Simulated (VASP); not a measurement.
# Mg in VASP: a series of runs, part 2 of 2

VASP 6.6.1. Earlier steps stand in the parts before.

## Step 3: Electric field gradients, PBE (equal xy, yz and zx shear strains of -2 %)

The input, INCAR:

```
PREC = Accurate
ENCUT = 520
EDIFF = 1E-8
ISMEAR = -1
SIGMA = 0.05
LREAL = F
LASPH = T
NELM = 60
ALGO = Normal
ISIF = 2
LWAVE = F
LCHARG = F
GGA = PE
LEFG = T
NBANDS = 7
```

The input, KPOINTS:

```
regular mesh
0
Gamma
  16 16 16
```

The input, POSCAR:

```
Mg
1.0
   -1.5060300000      1.4765000000      1.4765000000
    1.4765000000     -1.5060300000      1.4765000000
    1.4765000000      1.4765000000     -1.5060300000
Mg
1
Direct
    0.0000000000      0.0000000000      0.0000000000
```

Potentials or basis: VASP PAW PBE potentials, release 64 (Mg).

The run is started by

```bash
$ cat potpaw_PBE.64/Mg/POTCAR > POTCAR
$ mpirun -np 1 vasp_std > vasp.out
```

OUTCAR:

```text
PREC = Accurate
   ENCUT = 520
   EDIFF = 1E-8
   ISMEAR = -1
   LREAL = F
   LASPH = T
   NELM = 60
   ISIF = 2
   GGA = PE

 ion  position               nearest neighbor table
   1  0.000  0.000  0.000-

  LATTYP: Found a trigonal (rhomboedric) cell.
 ALAT       =     2.5745350766
 COS(alpha) =    -0.3420602552

  Lattice vectors:

 A1 = (  -1.5060300000,   1.4765000000,   1.4765000000)
 A2 = (   1.4765000000,  -1.5060300000,   1.4765000000)
 A3 = (   1.4765000000,   1.4765000000,  -1.5060300000)

Analysis of symmetry for initial positions (statically):
=====================================================================
 Subroutine PRICEL returns:
 Original cell was already a primitive cell.

 Routine SETGRP: Setting up the symmetry group for a
 trigonal (rhombohedral) supercell.

 Subroutine GETGRP returns: Found 12 space group operations
 (whereof 12 operations were pure point group operations)
 out of a pool of 12 trial point group operations.

The static configuration has the point symmetry D_3d.

Analysis of symmetry for dynamics (positions and initial velocities):
=====================================================================
 Subroutine PRICEL returns:
 Original cell was already a primitive cell.

 Routine SETGRP: Setting up the symmetry group for a
 trigonal (rhombohedral) supercell.

 Subroutine GETGRP returns: Found 12 space group operations
 (whereof 12 operations were pure point group operations)
 out of a pool of 12 trial point group operations.

The dynamic configuration has the point symmetry D_3d.

 Subroutine INISYM returns: Found 12 space group operations
[... 142 lines left out ...]
 E-fermi :   6.5618     XC(G=0): -10.4961

 val. band max:        6.5340967406   @ k =   0.4375   0.3750   0.0625
 cond. band min:       6.5962966278   @ k =   0.3125   0.3125   0.0625
 fundamental gap:      0.0621998871
 Fermi energy:         6.5617941540

 k-point     1 :       0.0000    0.0000    0.0000
  band No.  band energies     occupation
      1      -3.2687      2.00000
      2      23.7673      0.00000
      3      24.0396      0.00000
      4      24.0396      0.00000
      5      26.9298      0.00000
      6      26.9298      0.00000
      7      27.9547      0.00000
[... 221 lines left out ...]
 k-point    24 :      -0.0625    0.0625    0.0000
  band No.  band energies     occupation
      1      -3.1352      2.00000
      2      22.4019      0.00000
      3      23.1517      0.00000
      4      23.8521      0.00000
      5      26.1446      0.00000
      6      26.1937      0.00000
      7      29.2333      0.00000

 [... further k-points ...]
[... 5 lines left out ...]
  --------------------------------------------------------------------------------------
  -------------------------------------------------------------------------------------
  Total        5.1073210      5.1073210      5.1073210      0.2087966      0.2087966      0.2087966
  in kB      635.7327260    635.7327260    635.7327260     25.9899195     25.9899195     25.9899195
  external PRESSURE =     635.7327260 kB  Pullay stress =       0.0000000 kB

 VOLUME and BASIS-vectors are now :
 -----------------------------------------------------------------------------
  energy-cutoff  :      520.00
  volume of cell :       12.87
      direct lattice vectors                 reciprocal lattice vectors
    -1.506030000  1.476500000  1.476500000     0.006842568  0.342128382  0.342128382
     1.476500000 -1.506030000  1.476500000     0.342128382  0.006842568  0.342128382
     1.476500000  1.476500000 -1.506030000     0.342128382  0.342128382  0.006842568

 POSITION                                       TOTAL-FORCE (eV/Angst)
 -----------------------------------------------------------------------------------
      0.00000      0.00000      0.00000        -0.000000      0.000000      0.000000
 -----------------------------------------------------------------------------------
    total drift:                                0.000000      0.000000      0.000000

  FREE ENERGIE OF THE ION-ELECTRON SYSTEM (eV)
  ---------------------------------------------------
  free  energy   TOTEN  =        -0.2437899453 eV

  energy  without entropy=       -0.2417442460  energy(sigma->0) =       -0.24276710

 Electric field gradients (V/A^2)
---------------------------------------------------------------------
 ion       V_xx      V_yy      V_zz      V_xy      V_xz      V_yz
---------------------------------------------------------------------
   1      -0.000     0.000     0.000    -0.463    -0.463    -0.463
---------------------------------------------------------------------

 Electric field gradients after diagonalization (V/A^2)
 (convention: |V_zz| > |V_xx| > |V_yy|)
----------------------------------------------------------------------
 ion       V_xx      V_yy      V_zz     asymmetry (V_yy - V_xx)/ V_zz
----------------------------------------------------------------------
   1       0.463     0.463    -0.926       0.000
----------------------------------------------------------------------

           NMR quadrupolar parameters

 Cq : quadrupolar parameter    Cq=e*Q*V_zz/h
 eta: asymmetry parameters     (V_yy - V_xx)/ V_zz
 Q  : nuclear electric quadrupole moment in mb (millibarn)
----------------------------------------------------------------------
 ion       Cq(MHz)       eta       Q (mb)
----------------------------------------------------------------------
   1      -0.002       0.000       1.000
----------------------------------------------------------------------
```

stdout:

```text
POSCAR found type information on POSCAR Mg
 POSCAR found :  1 types and       1 ions
 scaLAPACK will be used
 LDA part: xc-table for (Slater+PW92), standard interpolation
 POSCAR, INCAR and KPOINTS ok, starting setup
 FFT: planning ... GRIDC
 FFT: planning ... GRID_SOFT
 FFT: planning ... GRID
 WAVECAR not read
 entering main loop
ion   1
```

It took 17 s on 1 thread of Intel Xeon Platinum 8488C (Sapphire Rapids), shared host; peak memory 0.15 GiB.

What came out:

```yaml
Free_energy: -0.2438 eV
Pressure: 63.6 GPa
Band_gap_on_the_k_mesh: zero (band 1 reaches 10.48 eV, above the bottom of band 2 at 5.50 eV)
```

Levels at points of the mesh, in eV from the Fermi level:
| k point | band 1 | band 2 | band 3 | band 4 |
| --- | --- | --- | --- | --- |
| (0.00, 0.00, 0.00) | -9.83 | 17.21 | 17.48 | 17.48 |
| (0.50, 0.00, 0.00) | -2.17 | -0.75 | 10.80 | 14.51 |
| (0.50, 0.50, 0.00) | -2.47 | -1.06 | 10.93 | 14.33 |
| (0.50, 0.50, 0.50) | 3.92 | 3.92 | 6.12 | 6.23 |

Electric field gradients, principal values (V/Å²):
```csv
atom,least,middle,greatest (by size)
1 Mg,0.463,0.463,-0.926
```

Caveat: the cell differs from its parent crystal (equal xy, yz and zx shear strains of -2 %); without QUAD_EFG the Cq values of the log hold for a quadrupole moment of 1 mb, not for the nuclei.

## Step 4: Electric field gradients, PBE (equal xy, yz and zx shear strains of -2 %)

The input, INCAR:

```
SYSTEM = Mg
PREC     = Accurate       ! precision mode
ENCUT    = 520            ! plane-wave cutoff, eV
EDIFF    = 1E-8           ! SCF threshold, eV
ISMEAR   = -1             ! smearing method
SIGMA    = 0.05           ! smearing width, eV
LREAL    = .False.        ! projectors in reciprocal space
LASPH    = .True.         ! aspherical terms in the spheres
NELM     = 100            ! most SCF steps
ALGO     = Normal         ! electronic algorithm
ISIF     = 2              ! what is computed and relaxed
LWAVE    = .False.        ! write WAVECAR
LCHARG   = .False.        ! write CHGCAR
GGA      = PE             ! functional
LEFG     = .True.       
NBANDS   = 7              ! bands
```

The input, KPOINTS:

```
regular mesh
0
Gamma
  16 16 16
  0 0 0
```

POSCAR is that of step 3.

Potentials or basis: VASP PAW PBE potentials, release 64 (Mg).

The run is started by

```bash
$ cat potpaw_PBE.64/Mg/POTCAR > POTCAR
$ mpirun -np 1 vasp_std > vasp.out
```

OUTCAR:

```text
SYSTEM = Mg
   PREC = Accurate
   ENCUT = 520
   EDIFF = 1E-8
   ISMEAR = -1
   LREAL = .False.
   LASPH = .True.
   NELM = 100
   ISIF = 2
   GGA = PE

 ion  position               nearest neighbor table
   1  0.000  0.000  0.000-

  LATTYP: Found a trigonal (rhomboedric) cell.
 ALAT       =     2.5745350766
 COS(alpha) =    -0.3420602552

  Lattice vectors:

 A1 = (  -1.5060300000,   1.4765000000,   1.4765000000)
 A2 = (   1.4765000000,  -1.5060300000,   1.4765000000)
 A3 = (   1.4765000000,   1.4765000000,  -1.5060300000)

Analysis of symmetry for initial positions (statically):
=====================================================================
 Subroutine PRICEL returns:
 Original cell was already a primitive cell.

 Routine SETGRP: Setting up the symmetry group for a
[... 422 lines left out ...]
  external PRESSURE =     635.7327260 kB  Pullay stress =       0.0000000 kB

 VOLUME and BASIS-vectors are now :
 -----------------------------------------------------------------------------
  energy-cutoff  :      520.00
  volume of cell :       12.87
      direct lattice vectors                 reciprocal lattice vectors
    -1.506030000  1.476500000  1.476500000     0.006842568  0.342128382  0.342128382
     1.476500000 -1.506030000  1.476500000     0.342128382  0.006842568  0.342128382
     1.476500000  1.476500000 -1.506030000     0.342128382  0.342128382  0.006842568

 POSITION                                       TOTAL-FORCE (eV/Angst)
 -----------------------------------------------------------------------------------
      0.00000      0.00000      0.00000        -0.000000      0.000000      0.000000
 -----------------------------------------------------------------------------------
    total drift:                                0.000000      0.000000      0.000000

  FREE ENERGIE OF THE ION-ELECTRON SYSTEM (eV)
  ---------------------------------------------------
  free  energy   TOTEN  =        -0.2437899453 eV

  energy  without entropy=       -0.2417442460  energy(sigma->0) =       -0.24276710

 Electric field gradients (V/A^2)
---------------------------------------------------------------------
 ion       V_xx      V_yy      V_zz      V_xy      V_xz      V_yz
---------------------------------------------------------------------
   1      -0.000     0.000     0.000    -0.463    -0.463    -0.463
---------------------------------------------------------------------

 Electric field gradients after diagonalization (V/A^2)
 (convention: |V_zz| > |V_xx| > |V_yy|)
----------------------------------------------------------------------
 ion       V_xx      V_yy      V_zz     asymmetry (V_yy - V_xx)/ V_zz
----------------------------------------------------------------------
   1       0.463     0.463    -0.926       0.000
----------------------------------------------------------------------

           NMR quadrupolar parameters

 Cq : quadrupolar parameter    Cq=e*Q*V_zz/h
 eta: asymmetry parameters     (V_yy - V_xx)/ V_zz
 Q  : nuclear electric quadrupole moment in mb (millibarn)
----------------------------------------------------------------------
 ion       Cq(MHz)       eta       Q (mb)
----------------------------------------------------------------------
   1      -0.002       0.000       1.000
----------------------------------------------------------------------
```

stdout:

```text
POSCAR found type information on POSCAR Mg
 POSCAR found :  1 types and       1 ions
 scaLAPACK will be used
 LDA part: xc-table for (Slater+PW92), standard interpolation
 POSCAR, INCAR and KPOINTS ok, starting setup
 FFT: planning ... GRIDC
 FFT: planning ... GRID_SOFT
 FFT: planning ... GRID
 WAVECAR not read
 entering main loop
ion   1
```

Run time: 16 s. Hardware: 1 thread of Intel Xeon Platinum 8488C (Sapphire Rapids), shared host; peak memory 0.15 GiB.

What came out:

- Free energy: -0.2438 eV
- Pressure: 63.6 GPa
- Band gap on the k mesh: zero (band 1 reaches 10.48 eV, above the bottom of band 2 at 5.50 eV)

Stress tensor (GPa, compression positive):
```
63.57  2.60  2.60
 2.60 63.57  2.60
 2.60  2.60 63.57
```

Levels at points of the mesh, in eV from the Fermi level:
```csv
k point,band 1,band 2,band 3,band 4,band 5,band 6
"(0.00, 0.00, 0.00)",-9.83,17.21,17.48,17.48,20.37,20.37
"(0.50, 0.00, 0.00)",-2.17,-0.75,10.80,14.51,14.94,17.27
"(0.50, 0.50, 0.00)",-2.47,-1.06,10.93,14.33,15.82,17.79
"(0.50, 0.50, 0.50)",3.92,3.92,6.12,6.23,6.23,15.68
```

Electric field gradients, principal values (V/Å²):
```
atom  least  middle  greatest (by size)
1 Mg  0.463   0.463              -0.926
```

Caveat: the cell differs from its parent crystal (equal xy, yz and zx shear strains of -2 %); without QUAD_EFG the Cq values of the log hold for a quadrupole moment of 1 mb, not for the nuclei.
